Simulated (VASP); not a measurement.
# Cl (Cmce) in VASP: notebook

Aim: see how the results for Cl move with the level of theory and the settings. Levels: PBEsol+D3(BJ), revPBE+D3(BJ), revPBE+D4, PBE+D3(BJ). Tasks: relaxation of cell and atoms.

All numbers are computed with VASP 6.6.1; they aren't measurements. Logs are shortened: lines on timing, memory, paths and dates and some standing lists are left out, and cuts for length are marked.

### Step 1. The cell of the first run

The structure is orthorhombic, space group Cmce (No. 64). The conventional cell has a = 6.290 Å, b = 4.500 Å, c = 8.210 Å, α = 90.00°, β = 90.00°, γ = 90.00°. Within 2.7 Å of Cl (site symmetry m) lie 1 Cl at 2.02 Å.

### Step 2. Relaxation of cell and atoms, PBEsol+D3(BJ)

Input file INCAR:

```
SYSTEM = Cl
ALGO = Normal
EDIFF = 1E-6
EDIFFG = -0.01
ENCUT = 600
GGA = PS
IBRION = 2
ISIF = 3
ISMEAR = -1
IVDW = 12
LASPH = .True.
LCHARG = .False.
LREAL = .False.
LWAVE = .False.
NELM = 100
NSW = 60
PREC = Accurate
SIGMA = 0.05
```

Input file KPOINTS:

```
k-points
0
Gamma
  7 7 4
  0 0 0
```

Input file POSCAR:

```
Cl
1.0
    3.1450000000     -2.2500000000      0.0000000000
    3.1450000000      2.2500000000      0.0000000000
    0.0000000000      0.0000000000      8.2100000000
Cl
4
Direct
    0.3700000000      0.6300000000      0.4000000000
    0.1300000000      0.8700000000      0.9000000000
    0.6300000000      0.3700000000      0.6000000000
    0.8700000000      0.1300000000      0.1000000000
```

Potentials or basis: VASP PAW PBE potentials, release 64 (Cl).

Launch:

```
cat potpaw_PBE.64/Cl/POTCAR > POTCAR
mpirun -np 1 vasp_std > vasp.out
```

OUTCAR:

```text
SYSTEM = Cl
   EDIFF = 1E-6
   EDIFFG = -0.01
   ENCUT = 600
   GGA = PS
   IBRION = 2
   ISIF = 3
   ISMEAR = -1
   IVDW = 12
   LASPH = .True.
   LREAL = .False.
   NELM = 100
   NSW = 60
   PREC = Accurate
 IVDW          = 12

 ion  position               nearest neighbor table
   1  0.370  0.630  0.400-   3 2.02
   2  0.130  0.870  0.900-   4 2.02
   3  0.630  0.370  0.600-   1 2.02
   4  0.870  0.130  0.100-   2 2.02

  LATTYP: Found a base centered orthorhombic cell.
 ALAT       =     4.5000000000
 B/A-ratio  =     1.3977777778
 C/A-ratio  =     1.8244444444

  Lattice vectors:

 A1 = (  -3.1450000000,  -2.2500000000,   0.0000000000)
 A2 = (   3.1450000000,  -2.2500000000,   0.0000000000)
 A3 = (   0.0000000000,   0.0000000000,   8.2100000000)

Analysis of symmetry for initial positions (statically):
=====================================================================
 Subroutine PRICEL returns:
 Original cell was already a primitive cell.

 Routine SETGRP: Setting up the symmetry group for a
 base centered orthorhombic supercell.

 Subroutine GETGRP returns: Found  8 space group operations
 (whereof  4 operations were pure point group operations)
 out of a pool of  8 trial point group operations.

The static configuration has the point symmetry C_2h.
 The point group associated with its full space group is D_2h.

Analysis of symmetry for dynamics (positions and initial velocities):
=====================================================================
 Subroutine PRICEL returns:
 Original cell was already a primitive cell.

 Routine SETGRP: Setting up the symmetry group for a
 base centered orthorhombic supercell.

 Subroutine GETGRP returns: Found  8 space group operations
 (whereof  4 operations were pure point group operations)
 out of a pool of  8 trial point group operations.

The dynamic configuration has the point symmetry C_2h.
 The point group associated with its full space group is D_2h.

 Subroutine INISYM returns: Found  8 space group operations
 (whereof  4 operations are pure point group operations),
 and found     1 'primitive' translations

----------------------------------------------------------------------------------------

                                     Primitive cell

  volume of cell :     116.1920

  direct lattice vectors                    reciprocal lattice vectors
     3.145000000 -2.250000000  0.000000000     0.158982512 -0.222222222  0.000000000
     3.145000000  2.250000000  0.000000000     0.158982512  0.222222222  0.000000000
     0.000000000  0.000000000  8.210000000     0.000000000  0.000000000  0.121802680

  length of vectors
     3.866978795  3.866978795  8.210000000     0.273236445  0.273236445  0.121802680

  position of ions in fractional coordinates (direct lattice)
     0.370000000  0.630000000  0.400000000
     0.130000000  0.870000000  0.900000000
     0.630000000  0.370000000  0.600000000
     0.870000000  0.130000000  0.100000000

  ion indices of the primitive-cell ions
   primitive index   ion index
                 1           1
                 2           2
                 3           3
                 4           4

----------------------------------------------------------------------------------------

 KPOINTS: k-points

Automatic generation of k-mesh.
 Grid dimensions read from file:
 generate k-points for:    7    7    4

 Generating k-lattice:

  Cartesian coordinates                     Fractional coordinates (reciprocal lattice)
     0.022711787 -0.031746032  0.000000000     0.142857143  0.000000000  0.000000000
     0.022711787  0.031746032  0.000000000     0.000000000  0.142857143  0.000000000
     0.000000000  0.000000000  0.030450670     0.000000000  0.000000000  0.250000000

  Length of vectors
     0.039033778  0.039033778  0.030450670

  Shift w.r.t. Gamma in fractional coordinates (k-lattice)
     0.000000000  0.000000000  0.000000000

 Subroutine IBZKPT returns following result:
 ===========================================

 Found     48 irreducible k-points:

 Following reciprocal coordinates:
            Coordinates               Weight
  0.000000  0.000000  0.000000      1.000000
  0.142857  0.000000  0.000000      4.000000
  0.285714 -0.000000  0.000000      4.000000
  0.428571 -0.000000  0.000000      4.000000
  0.142857  0.142857  0.000000      2.000000
  0.285714  0.142857  0.000000      4.000000
[... 16 lines left out ...]
  0.428571  0.142857  0.250000      8.000000
 -0.428571  0.142857  0.250000      8.000000
 [... further k-points ...]
   k-points           NKPTS =     48   k-points in BZ     NKDIM =     48   number of bands    NBANDS=     18
   number of dos      NEDOS =    301   number of ions     NIONS =      4
   total plane-waves  NPLWV =  71680
   dimension x,y,z NGX =    32 NGY =   32 NGZ =   70
   dimension x,y,z NGXF=    64 NGYF=   64 NGZF=  140
   ions per type =               4
   NGX,Y,Z   is equivalent  to a cutoff of  13.76, 13.76, 14.17 a.u.
   NGXF,Y,Z  is equivalent  to a cutoff of  27.51, 27.51, 28.35 a.u.
 SYSTEM =  Cl
   PREC   = accura    normal or accurate (medium, high low for compatibility)
   ISTART =      0    job   : 0-new  1-cont  2-samecut
   ICHARG =      2    charge: 1-file 2-atom 10-const
   ISPIN  =      1    spin polarized calculation?
   LNONCOLLINEAR =      F non collinear calculations
   LSORBIT =      F    spin-orbit coupling
   LASPH  =      T    aspherical Exc in radial PAW
   ENCUT  =  600.0 eV  44.10 Ry    6.64 a.u.   7.72  7.72 16.40*2*pi/ulx,y,z
   NELM   =    100;   NELMIN=  2; NELMDL= -5     # of ELM steps
   EDIFF  = 0.1E-05   stopping-criterion for ELM
   LREAL  =      F    real-space projection
   EDIFFG = -.1E-01   stopping-criterion for IOM
   NSW    =     60    number of steps for IOM
   IBRION =      2    ionic relax: 0-MD 1-quasi-New 2-CG
   NFREE  =      1    steps in history (QN), initial steepest desc. (CG)
   ISIF   =      3    stress and relaxation
   ISYM   =      2    0-nonsym 1-usesym 2-fastsym
   POTIM  = 0.5000    time-step for ionic-motion
   TEBEG  =    0.0;   TEEND  =   0.0 temperature during run
   PSTRESS=    0.0 pullay stress
   NELECT =      28.0000    total number of electrons
   NUPDOWN=      -1.0000    fix difference up-down
   EMIN   =  10.00;   EMAX   =-10.00  energy-range for DOS
   EFERMI =   0.00;   METHOD = LEGACY
   ISMEAR =    -1;   SIGMA  =   0.05  broadening in eV -4-tet -1-fermi 0-gaus
   EFERMI_NEDOS =   21; number of points for ismear=-14 and -15
   IALGO  =     38    algorithm
   IMIX   =      4    mixing-type and parameters
     AMIX     =   0.40;   BMIX     =  1.00
     AMIX_MAG =   1.60;   BMIX_MAG =  1.00
  volume/ion in A,a.u.               =      29.05       196.03
  Fermi-wavevector in a.u.,A,eV,Ry     =   1.018753  1.925163 14.120900  1.037857
  Thomas-Fermi vector in A             =   2.152228
   LORBIT       =      0    0 simple, 1 ext, 2 COOP (PROOUT), +10 PAW based schemes
   GGA     = PS    functional components
   LHFCALC =     F    Hartree Fock is set to
   AEXX    =    0.0000 exact exchange contribution
   IVDW    =    12    specifies the selected vdW correction
   LEPSILON=     F    determine dielectric tensor
   LRPA    =     F    only Hartree local field effects (RPA)
 conjugate gradient relaxation of ions
 non-spin polarized calculation
  energy-cutoff  :      600.00
  volume of cell :      116.19
 maximum number of plane-waves:      3900
   NGX = 15   NGY = 15   NGZ = 33

--------------------------------------- Ionic step        1  -------------------------------------------

 number of electron      27.9999999 magnetization

 Free energy of the ion-electron system (eV)
  ---------------------------------------------------
  ext. energy  EPLUGINS =         0.00000000
  ---------------------------------------------------
  free energy    TOTEN  =        -7.96764095 eV

  energy without entropy =       -7.96764095  energy(sigma->0) =       -7.96764095

------------------------ aborting loop because EDIFF is reached ----------------------------------------

 Edisp (eV)   -0.47875

 E8    (eV) :    -0.2636

  FORCE on cell =-STRESS in cart. coord.  units (eV):
  Direction    XX          YY          ZZ          XY          YZ          ZX
  --------------------------------------------------------------------------------------
  -------------------------------------------------------------------------------------
  Total      -0.33528    -1.48112    -2.05794     0.00000    -0.00000     0.00000
  in kB      -4.62315   -20.42327   -28.37708     0.00000    -0.00000     0.00000
  external pressure =      -17.81 kB  Pullay stress =        0.00 kB
[... 103 lines left out ...]
  FREE ENERGIE OF THE ION-ELECTRON SYSTEM (eV)
  ---------------------------------------------------
  free  energy   TOTEN  =        -8.4705483006 eV

  energy  without entropy=       -8.4705483006  energy(sigma->0) =       -8.47054830

[... ionic steps 4 to 23 ...]

--------------------------------------- Ionic step       24  -------------------------------------------

 number of electron      28.0000003 magnetization

------------------------ aborting loop because EDIFF is reached ----------------------------------------

 Edisp (eV)   -0.58072

 E8    (eV) :    -0.3188
[... 73 lines left out ...]
  energy  without entropy=       -8.6139214781  energy(sigma->0) =       -8.61392148

--------------------------------------- Ionic step       26  -------------------------------------------

 number of electron      28.0000001 magnetization

 Free energy of the ion-electron system (eV)
  ---------------------------------------------------
  ext. energy  EPLUGINS =         0.00000000
  ---------------------------------------------------
  free energy    TOTEN  =        -8.03463867 eV

  energy without entropy =       -8.03463867  energy(sigma->0) =       -8.03463867

 E-fermi :   2.0577     XC(G=0):  -8.8529

 val. band max:        1.0574910377   @ k =   0.0000   0.0000   0.0000
 cond. band min:       3.1590023024   @ k =   0.0000   0.0000   0.0000
 fundamental gap:      2.1015112647
 Fermi energy:         2.0576794515

 k-point     1 :       0.0000    0.0000    0.0000
  band No.  band energies     occupation
      1     -16.1051      2.00000
      2     -15.5858      2.00000
      3     -12.4309      2.00000
      4     -11.0250      2.00000
      5      -5.1569      2.00000
      6      -3.2683      2.00000
[... 10 lines left out ...]
     17       7.8065      0.00000
     18       7.9848      0.00000
[... 466 lines left out ...]
      2     -15.4988      2.00000
      3     -11.7933      2.00000
      4     -11.6635      2.00000
      5      -4.7529      2.00000
      6      -4.5934      2.00000
[... 10 lines left out ...]
     17       9.0835      0.00000
     18       9.5013      0.00000

 [... further k-points ...]

------------------------ aborting loop because EDIFF is reached ----------------------------------------

 Edisp (eV)   -0.57945

 E8    (eV) :    -0.3181

  FORCE on cell =-STRESS in cart. coord.  units (eV):
  Direction    XX          YY          ZZ          XY          YZ          ZX
  --------------------------------------------------------------------------------------
  -------------------------------------------------------------------------------------
  Total      -0.01953    -0.00476    -0.01015     0.00000     0.00000     0.00000
  in kB      -0.32588    -0.07947    -0.16928     0.00000     0.00000     0.00000
  external pressure =       -0.19 kB  Pullay stress =        0.00 kB
[... 19 lines left out ...]
  FREE ENERGIE OF THE ION-ELECTRON SYSTEM (eV)
  ---------------------------------------------------
  free  energy   TOTEN  =        -8.6140877867 eV

  energy  without entropy=       -8.6140877866  energy(sigma->0) =       -8.61408779

 reached required accuracy - stopping structural energy minimisation
```

It took 13 min on 1 thread of Intel Xeon Platinum 8488C (Sapphire Rapids), shared host; peak memory 0.32 GiB.

What came out:

```yaml
Free_energy: -8.6141 eV
Relaxed_volume: 24.01 Å³/atom
Relaxed_cell: a = 3.705 Å, b = 3.705 Å, c = 7.913 Å, α = 90.00°, β = 90.00°, γ = 62.15°
Space_group_after_relaxing_to_0.1_Å: Cmce (No. 64)
Energy_gained_by_relaxing: 41.9 meV/atom
Ionic_steps: 26
Pressure_after_relaxing: 0.0 GPa
Largest_force_after_relaxing: 0.005 eV/Å
Band_gap_on_the_k_mesh: 2.10 eV
Dispersion_energy_per_atom: -0.145 eV
```

Forces in eV/Å, atoms in the order of the input:
```
Cl   0.000  0.001 -0.005
Cl   0.000 -0.001 -0.005
Cl   0.000 -0.001  0.005
Cl   0.000  0.001  0.005
```

Step by step:
| step | energy change (eV) | largest force (eV/Å) | pressure (GPa) | volume (Å³) |
| --- | --- | --- | --- | --- |
| 1 | 0.0000 | 0.3108 | -1.78 | 116.19 |
| 2 | 0.0071 | 1.1263 | 1.12 | 110.83 |
| 3 | -0.0242 | 0.3337 | -0.52 | 113.60 |
| 4 | -0.0480 | 0.3201 | -0.51 | 110.98 |
| 5 | -0.1097 | 0.3076 | -0.18 | 103.35 |
| 6 | -0.1033 | 0.3852 | 2.60 | 89.09 |
| 7 | -0.1355 | 0.3830 | 0.63 | 97.48 |
| 8 | -0.1381 | 0.3390 | -1.09 | 97.00 |
| 9 | -0.1461 | 0.0232 | -0.32 | 97.23 |
| 10 | -0.1492 | 0.0357 | -0.26 | 96.57 |
| 11 | -0.1541 | 0.0740 | -0.02 | 94.82 |
| 12 | -0.1545 | 0.0908 | 0.09 | 94.10 |
| 13 | -0.1572 | 0.0538 | 0.43 | 94.01 |
| 14 | -0.1575 | 0.1007 | 0.57 | 93.97 |
| 15 | -0.1586 | 0.0915 | 0.52 | 94.09 |
| 16 | -0.1614 | 0.0655 | 0.37 | 94.48 |
| 17 | -0.1643 | 0.0408 | 0.06 | 95.23 |
| 18 | -0.1645 | 0.0488 | -0.02 | 95.47 |
| 19 | -0.1647 | 0.0473 | -0.03 | 95.49 |
| 20 | -0.1654 | 0.0421 | -0.03 | 95.55 |
| 21 | -0.1664 | 0.0331 | -0.03 | 95.67 |
| 22 | -0.1672 | 0.0309 | -0.04 | 95.88 |
| 23 | -0.1670 | 0.0623 | 0.22 | 95.72 |
| 24 | -0.1673 | 0.0106 | 0.05 | 95.82 |
| 25 | -0.1675 | 0.0087 | 0.03 | 95.89 |
| 26 | -0.1677 | 0.0051 | -0.02 | 96.04 |

Final structure:
```
CELL_PARAMETERS angstrom
3.17311 -1.91233 0.00000
3.17311 1.91233 0.00000
0.00000 0.00000 7.91327
ATOMIC_POSITIONS crystal
Cl 0.36954 0.63046 0.38878
Cl 0.13046 0.86954 0.88878
Cl 0.63046 0.36954 0.61122
Cl 0.86954 0.13046 0.11122
```

Levels at points of the mesh, in eV from the valence-band top:
| k point | band 12 | band 13 | band 14 | band 15 | band 16 | band 17 |
| --- | --- | --- | --- | --- | --- | --- |
| (0.00, 0.00, 0.00) | -0.58 | -0.32 | 0.00 | 2.10 | 3.13 | 6.75 |
| (0.00, 0.00, 0.50) | -1.14 | -0.15 | -0.15 | 2.51 | 2.51 | 7.17 |

Caveat: the volume moved by over 15 % at a fixed basis, so the end points are rough; the PAW data sets were made with another functional, which shifts forces and pressure a little. A k mesh can miss the band edges.

### Step 3. Relaxation of cell and atoms, revPBE+D3(BJ)

Input file INCAR:

```
SYSTEM = Cl
  ALGO = Normal
  EDIFF = 1E-7
  EDIFFG = -0.01
  ENCUT = 600
  GGA = RE
  IBRION = 2
  ISIF = 3
  ISMEAR = -1
  IVDW = 12
  LASPH = .True.
  LCHARG = .False.
  LREAL = .False.
  LWAVE = .False.
  NELM = 100
  NSW = 60
  PREC = Accurate
  SIGMA = 0.05
```

KPOINTS is that of step 2.

POSCAR is that of step 2.

Potentials or basis: VASP PAW PBE potentials, release 64 (Cl).

Launch:

```
cat potpaw_PBE.64/Cl/POTCAR > POTCAR
mpirun -np 1 vasp_std > vasp.out
```

Wall time 7.4 min (1 thread of Intel Xeon 6975P-C (Granite Rapids), shared host); peak memory 0.31 GiB.

It converged, with:

| Item | Value |
| --- | --- |
| Free energy | -7.6929 eV |
| Relaxed volume | 27.60 Å³/atom |
| Relaxed cell | a = 3.846 Å, b = 3.846 Å, c = 8.137 Å, α = 90.00°, β = 90.00°, γ = 66.53° |
| Space group after relaxing (to 0.1 Å) | Cmce (No. 64) |
| Energy gained by relaxing | 5.2 meV/atom |
| Ionic steps | 17 |
| Pressure after relaxing | 0.0 GPa |
| Band gap on the k mesh | 2.52 eV |
| Dispersion energy per atom | -0.312 eV |

Step by step:
```
step  energy change (eV)  largest force (eV/Å)  pressure (GPa)  volume (Å³)
   1              0.0000                0.1463           -0.52       116.19
   2              0.0007                0.3681            0.49       114.61
   3             -0.0034                0.1188           -0.05       115.43
   4             -0.0060                0.1093           -0.05       114.98
   5             -0.0126                0.0814           -0.03       113.61
   6             -0.0182                0.0289            0.09       110.89
   7             -0.0162                0.1941           -0.41       111.46
   8             -0.0184                0.0211           -0.02       111.01
   9             -0.0189                0.0173           -0.02       111.08
  10             -0.0199                0.0112           -0.03       111.28
  11             -0.0201                0.0274           -0.04       111.62
  12             -0.0203                0.0195           -0.03       111.49
  13             -0.0207                0.0261            0.03       111.07
  14             -0.0208                0.0424            0.11       110.57
  15             -0.0208                0.0335            0.09       110.54
  16             -0.0209                0.0063            0.04       110.44
  17             -0.0209                0.0016            0.03       110.41
```

Final structure:
```cif
data_structure
_symmetry_space_group_name_H-M 'P 1'
_symmetry_Int_Tables_number 1
_cell_length_a 3.8462
_cell_length_b 3.8462
_cell_length_c 8.1366
_cell_angle_alpha 90.000
_cell_angle_beta 90.000
_cell_angle_gamma 66.532
_cell_volume 110.41
loop_
_atom_site_label
_atom_site_type_symbol
_atom_site_fract_x
_atom_site_fract_y
_atom_site_fract_z
_atom_site_occupancy
Cl1 Cl 0.37637 0.62363 0.39412 1
Cl2 Cl 0.12363 0.87637 0.89412 1
Cl3 Cl 0.62363 0.37637 0.60588 1
Cl4 Cl 0.87637 0.12363 0.10588 1
```

Levels at points of the mesh, in eV from the valence-band top:
```tsv
k point	band 11	band 12	band 13	band 14	band 15	band 16	band 17	band 18
(0.00, 0.00, 0.00)	-0.81	-0.31	-0.07	0.00	2.52	3.25	7.25	7.57
(0.00, 0.00, 0.50)	-0.68	-0.68	-0.03	-0.03	2.81	2.81	7.69	7.69
```

Caveat: the PAW data sets were made with another functional, which shifts forces and pressure a little. A k mesh can miss the band edges.

[end of part 1 of 2]
